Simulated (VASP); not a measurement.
# Pd in VASP: a series of runs

Pd is run at these levels: LDA; tasks: single point.

All numbers are computed with VASP 6.6.1; they aren't measurements. Logs are shortened: lines on timing, memory, paths and dates and some standing lists are left out, and cuts for length are marked.

### Step 1. The cell of the first run

The cell holds a slab with vacuum, 5 atoms: a = 2.717 Å, b = 3.842 Å, c = 21.433 Å, α = 90.00°, β = 90.00°, γ = 90.00°.

### Step 2. Single point, LDA

The input, INCAR:

```
SYSTEM = Pd
PREC = Accurate ; ENCUT = 520
EDIFF = 1E-7 ; ISMEAR = -1
SIGMA = 0.1 ; LREAL = .False.
LASPH = .True. ; NELM = 100
ALGO = Normal ; ISIF = 2
LWAVE = .False. ; LCHARG = .True.
LDIPOL = .True. ; IDIPOL = 3
DIPOL = 0.5 0.5 0.500 ; LELF = .True.
LVHAR = .True. ; LVACPOTAV = .True.
NBANDS = 33
```

The input, KPOINTS:

```
Automatic mesh
0
Gamma
  13 10 1
  0 0 0
```

The input, POSCAR:

```
Pd
1.0
    2.7166425920      0.0000000000      0.0000000000
    0.0000000000      3.8419127978      0.0000000000
    0.0000000000      0.0000000000     21.4333000000
Pd
5
Direct
    0.0000000000      0.0000000000      0.3776632541
    0.5000000000      0.5000000000      0.4346504698
    0.0000000000      0.0000000000      0.5000000004
    0.5000000000      0.5000000000      0.5653495296
    0.0000000000      0.0000000000      0.6223367461
```

Potentials or basis: VASP PAW LDA potentials, release 64 (Pd).

Command:

```bash
> cat potpaw_LDA.64/Pd/POTCAR > POTCAR
> mpirun -np 1 vasp_std > vasp.out
```

OUTCAR:

```text
SYSTEM = Pd
   PREC = Accurate
   ENCUT = 520
   EDIFF = 1E-7
   ISMEAR = -1
   LREAL = .False.
   LASPH = .True.
   NELM = 100
   ISIF = 2

 ion  position               nearest neighbor table
   1  0.000  0.000  0.378-   3 2.62   2 2.65   2 2.65   2 2.65   2 2.65
   2  0.500  0.500  0.435-   1 2.65   1 2.65   1 2.65   1 2.65   3 2.74   3 2.74   3 2.74   3 2.74
                             4 2.80
   3  0.000  0.000  0.500-   5 2.62   1 2.62   4 2.74   4 2.74   4 2.74   4 2.74   2 2.74   2 2.74
                             2 2.74   2 2.74
   4  0.500  0.500  0.565-   5 2.65   5 2.65   5 2.65   5 2.65   3 2.74   3 2.74   3 2.74   3 2.74
                             2 2.80
   5  0.000  0.000  0.622-   3 2.62   4 2.65   4 2.65   4 2.65   4 2.65

  LATTYP: Found a simple orthorhombic cell.
 ALAT       =     2.7166425920
 B/A-ratio  =     1.4142135624
 C/A-ratio  =     7.8896281988

  Lattice vectors:

 A1 = (   2.7166425920,   0.0000000000,   0.0000000000)
 A2 = (   0.0000000000,   3.8419127978,   0.0000000000)
 A3 = (   0.0000000000,   0.0000000000,  21.4333000000)

Analysis of symmetry for initial positions (statically):
=====================================================================
 Subroutine PRICEL returns:
 Original cell was already a primitive cell.

 Routine SETGRP: Setting up the symmetry group for a
 simple orthorhombic supercell.

 Subroutine GETGRP returns: Found  8 space group operations
 (whereof  8 operations were pure point group operations)
 out of a pool of  8 trial point group operations.

The static configuration has the point symmetry D_2h.

Analysis of symmetry for dynamics (positions and initial velocities):
=====================================================================
 Subroutine PRICEL returns:
 Original cell was already a primitive cell.

 Routine SETGRP: Setting up the symmetry group for a
 simple orthorhombic supercell.

 Subroutine GETGRP returns: Found  8 space group operations
 (whereof  8 operations were pure point group operations)
 out of a pool of  8 trial point group operations.

The dynamic configuration has the point symmetry D_2h.

 Subroutine INISYM returns: Found  8 space group operations
 (whereof  8 operations are pure point group operations),
 and found     1 'primitive' translations

----------------------------------------------------------------------------------------

                                     Primitive cell

  volume of cell :     223.7016

[... 92 lines left out ...]
   ENCUT  =  520.0 eV  38.22 Ry    6.18 a.u.   5.05  7.14 39.85*2*pi/ulx,y,z
   NELM   =    100;   NELMIN=  2; NELMDL= -5     # of ELM steps
   EDIFF  = 0.1E-06   stopping-criterion for ELM
   LREAL  =      F    real-space projection
   EDIFFG = 0.1E-05   stopping-criterion for IOM
   NSW    =      0    number of steps for IOM
   IBRION =     -1    ionic relax: 0-MD 1-quasi-New 2-CG
   NFREE  =      0    steps in history (QN), initial steepest desc. (CG)
   ISIF   =      2    stress and relaxation
   ISYM   =      2    0-nonsym 1-usesym 2-fastsym
   POTIM  = 0.5000    time-step for ionic-motion
   TEBEG  =    0.0;   TEEND  =   0.0 temperature during run
   PSTRESS=    0.0 pullay stress
   NELECT =      50.0000    total number of electrons
   NUPDOWN=      -1.0000    fix difference up-down
   EMIN   =  10.00;   EMAX   =-10.00  energy-range for DOS
   EFERMI =   0.00;   METHOD = LEGACY
   ISMEAR =    -1;   SIGMA  =   0.10  broadening in eV -4-tet -1-fermi 0-gaus
   EFERMI_NEDOS =   21; number of points for ismear=-14 and -15
   IALGO  =     38    algorithm
   IMIX   =      4    mixing-type and parameters
     AMIX     =   0.40;   BMIX     =  1.00
     AMIX_MAG =   1.60;   BMIX_MAG =  1.00
  volume/ion in A,a.u.               =      44.74       301.92
  Fermi-wavevector in a.u.,A,eV,Ry     =   0.993517  1.877474 13.429975  0.987075
  Thomas-Fermi vector in A             =   2.125404
   LORBIT       =      0    0 simple, 1 ext, 2 COOP (PROOUT), +10 PAW based schemes
   GGA     = CA    functional components
   LHFCALC =     F    Hartree Fock is set to
   AEXX    =    0.0000 exact exchange contribution
   IVDW    =     0    specifies the selected vdW correction
   LEPSILON=     F    determine dielectric tensor
   LRPA    =     F    only Hartree local field effects (RPA)
 non-spin polarized calculation
  energy-cutoff  :      520.00
  volume of cell :      223.70
 maximum number of plane-waves:      6072
   NGX = 11   NGY = 15   NGZ = 79

 number of electron      49.9999999 magnetization

 dipolmoment           0.000000      0.000000      0.000000 electrons x Angstroem

 Free energy of the ion-electron system (eV)
  ---------------------------------------------------
  ext. energy  EPLUGINS =         0.00000000
  ---------------------------------------------------
  free energy    TOTEN  =       -29.78871372 eV

  energy without entropy =      -29.47040713  energy(sigma->0) =      -29.62956043

 E-fermi :  -0.2218     XC(G=0):  -5.2614

 val. band max:       -0.2266458795   @ k =   0.3846   0.2000   0.0000
 cond. band min:      -0.2184997243   @ k =   0.0769   0.1000   0.0000
 fundamental gap:      0.0081461552
 Fermi energy:        -0.2218482571

 k-point     1 :       0.0000    0.0000    0.0000
  band No.  band energies     occupation
      1      -7.0427      2.00000
      2      -5.6445      2.00000
      3      -5.3994      2.00000
      4      -5.1608      2.00000
      5      -4.9462      2.00000
      6      -4.1248      2.00000
[... 853 lines left out ...]
     32       5.1476      0.00000
     33       6.1928      0.00000

 [... further k-points ...]
[... 5 lines left out ...]
  --------------------------------------------------------------------------------------
  -------------------------------------------------------------------------------------
  Total       -3.0562949     -1.7450172      0.0368216      0.0000000      0.0000000      0.0000000
  in kB      -21.8895475    -12.4980211      0.2637206      0.0000000      0.0000000      0.0000000
  external PRESSURE =     -11.3746160 kB  Pullay stress =       0.0000000 kB

 VOLUME and BASIS-vectors are now :
 -----------------------------------------------------------------------------
  energy-cutoff  :      520.00
  volume of cell :      223.70
      direct lattice vectors                 reciprocal lattice vectors
     2.716642592  0.000000000  0.000000000     0.368101422  0.000000000  0.000000000
     0.000000000  3.841912798  0.000000000     0.000000000  0.260287011  0.000000000
     0.000000000  0.000000000 21.433300000     0.000000000  0.000000000  0.046656371

 POSITION                                       TOTAL-FORCE (eV/Angst)
 -----------------------------------------------------------------------------------
      0.00000      0.00000      8.09457        -0.000000     -0.000000     -0.011338
      1.35832      1.92096      9.31599        -0.000000     -0.000000     -0.004190
      0.00000      0.00000     10.71665        -0.000000     -0.000000      0.000000
      1.35832      1.92096     12.11731        -0.000000      0.000000      0.004190
      0.00000      0.00000     13.33873         0.000000     -0.000000      0.011338
 -----------------------------------------------------------------------------------
    total drift:                               -0.000000      0.000000      0.000001

  FREE ENERGIE OF THE ION-ELECTRON SYSTEM (eV)
  ---------------------------------------------------
  free  energy   TOTEN  =       -29.7887137185 eV

  energy  without entropy=      -29.4704071317  energy(sigma->0) =      -29.62956043

 vacuum level on the upper side and lower side of the slab         4.877         4.877
```

OSZICAR:

```text
N       E                     dE             d eps       ncg     rms          rms(c)
DAV:   1     0.319658228025E+03    0.31966E+03   -0.22380E+04  2772   0.129E+03
DAV:   2    -0.176000096499E+02   -0.33726E+03   -0.31365E+03  3239   0.279E+02
DAV:   3    -0.311321217454E+02   -0.13532E+02   -0.12865E+02  3057   0.561E+01
[... 19 lines left out ...]
DAV:  23    -0.297887113149E+02   -0.77537E-05   -0.28589E-07  2295   0.126E-03    0.452E-04
DAV:  24    -0.297887128769E+02   -0.15620E-05   -0.42051E-08  2063   0.845E-04    0.125E-04
DAV:  25    -0.297887135373E+02   -0.66039E-06   -0.24436E-08  1881   0.368E-04    0.623E-05
DAV:  26    -0.297887136903E+02   -0.15303E-06   -0.64675E-09  1889   0.208E-04    0.271E-05
DAV:  27    -0.297887137185E+02   -0.28176E-07   -0.18165E-09  1853   0.103E-04
   1 F= -.29788714E+02 E0= -.29629560E+02  d E =-.318307E+00
```

stdout:

```text
POSCAR found type information on POSCAR Pd
 POSCAR found :  1 types and       5 ions
 scaLAPACK will be used
 LDA part: xc-table for (Slater(with rela. corr.)+CA(PZ))
 , standard interpolation
 POSCAR, INCAR and KPOINTS ok, starting setup
 FFT: planning ... GRIDC
 FFT: planning ... GRID_SOFT
 FFT: planning ... GRID
 WAVECAR not read
 entering main loop
 -----------------------------------------------------------------------------
|                                                                             |
|           W    W    AA    RRRRR   N    N  II  N    N   GGGG   !!!           |
|           W    W   A  A   R    R  NN   N  II  NN   N  G    G  !!!           |
|           W    W  A    A  R    R  N N  N  II  N N  N  G       !!!           |
|           W WW W  AAAAAA  RRRRR   N  N N  II  N  N N  G  GGG   !            |
|           WW  WW  A    A  R   R   N   NN  II  N   NN  G    G                |
|           W    W  A    A  R    R  N    N  II  N    N   GGGG   !!!           |
|                                                                             |
|     Did not find any points to average over, which means that no vacuum     |
|     field-free region was found. Please increase the size of  your cell     |
|     in the dimension of the dipole correction to obtain accurate            |
|     workfunction values.                                                    |
|                                                                             |
 -----------------------------------------------------------------------------
```

Wall time 12 min (1 thread of Oxide Virtual Turin-like, shared host); peak memory 0.35 GiB.

What came out:

* Free energy: -29.7887 eV
* Largest force: 0.011 eV/Å
* Band gap on the k mesh: zero (band 25 reaches 0.06 eV, above the bottom of band 26 at -0.45 eV)

Forces on the atoms (eV/Å):
```
Pd   0.000  0.000 -0.011
Pd   0.000  0.000 -0.004
Pd   0.000  0.000  0.000
Pd   0.000  0.000  0.004
Pd   0.000  0.000  0.011
```

### Step 3. Single point, LDA

The input, INCAR:

```
PREC = Accurate
ENCUT = 520
EDIFF = 1E-6
ISMEAR = -1
SIGMA = 0.1
LREAL = F
LASPH = T
NELM = 100
ALGO = Normal
ISIF = 2
LWAVE = F
LCHARG = F
LDIPOL = T
IDIPOL = 3
DIPOL = 0.5 0.5 0.500
GGA = CA
NBANDS = 33
```

The input, KPOINTS:

```
regular mesh
0
Gamma
  13 10 1
```

POSCAR is that of step 2.

Potentials or basis: VASP PAW LDA potentials, release 64 (Pd).

Command:

```bash
> cat potpaw_LDA.64/Pd/POTCAR > POTCAR
> mpirun -np 1 vasp_std > vasp.out
```

It took 9.9 min on 1 thread of Oxide Virtual Turin-like, shared host; peak memory 0.34 GiB.

The run converged. Its results:

| Property | Result |
| --- | --- |
| Free energy | -29.7887 eV |
| Largest force | 0.011 eV/Å |
| Band gap on the k mesh | zero (band 25 reaches 0.06 eV, above the bottom of band 26 at -0.45 eV) |

Forces in eV/Å, atoms in the order of the input:
```
Pd   0.000  0.000 -0.011
Pd   0.000  0.000 -0.004
Pd   0.000  0.000  0.000
Pd   0.000  0.000  0.004
Pd   0.000  0.000  0.011
```

Levels at points of the mesh, in eV from the Fermi level:
| k point | band 21 | band 22 | band 23 | band 24 | band 25 | band 26 | band 27 | band 28 | band 29 | band 30 |
| --- | --- | --- | --- | --- | --- | --- | --- | --- | --- | --- |
| (0.00, 0.00, 0.00) | -1.17 | -0.89 | -0.83 | -0.43 | -0.21 | -0.05 | 0.29 | 0.31 | 2.36 | 4.60 |
| (0.00, 0.50, 0.00) | -0.59 | -0.36 | -0.22 | -0.19 | -0.13 | -0.10 | 0.09 | 0.11 | 0.55 | 1.46 |

### Step 4. Single point, LDA

The input, INCAR:

```
ALGO = Normal
EDIFF = 1E-7
ENCUT = 520
GGA = CA
ISIF = 2
ISMEAR = -1
LASPH = T
LCHARG = F
LREAL = F
LWAVE = F
NBANDS = 33
NELM = 100
PREC = Accurate
SIGMA = 0.1
```

The input, KPOINTS:

```
k-points
0
Gamma
  13 10 1
```

POSCAR is that of step 3.

Command:

```bash
> cat potpaw_LDA.64/Pd/POTCAR > POTCAR
> mpirun -np 1 vasp_std > vasp.out
```

Wall time 11 min (1 thread of Oxide Virtual Turin-like, shared host); peak memory 0.34 GiB.

It converged, with:

```yaml
Free_energy: -29.7887 eV
Largest_force: 0.011 eV/Å
Band_gap_on_the_k_mesh: zero (band 25 reaches 0.06 eV, above the bottom of band 26 at -0.45 eV)
```

Forces in eV/Å, atoms in the order of the input:
```
Pd   0.000  0.000 -0.011
Pd   0.000  0.000 -0.004
Pd   0.000  0.000  0.000
Pd   0.000  0.000  0.004
Pd   0.000  0.000  0.011
```

Levels at points of the mesh, in eV from the Fermi level:
| k point | band 23 | band 24 | band 25 | band 26 | band 27 | band 28 |
| --- | --- | --- | --- | --- | --- | --- |
| (0.00, 0.00, 0.00) | -0.83 | -0.43 | -0.21 | -0.05 | 0.29 | 0.31 |
| (0.00, 0.50, 0.00) | -0.22 | -0.19 | -0.13 | -0.10 | 0.09 | 0.11 |
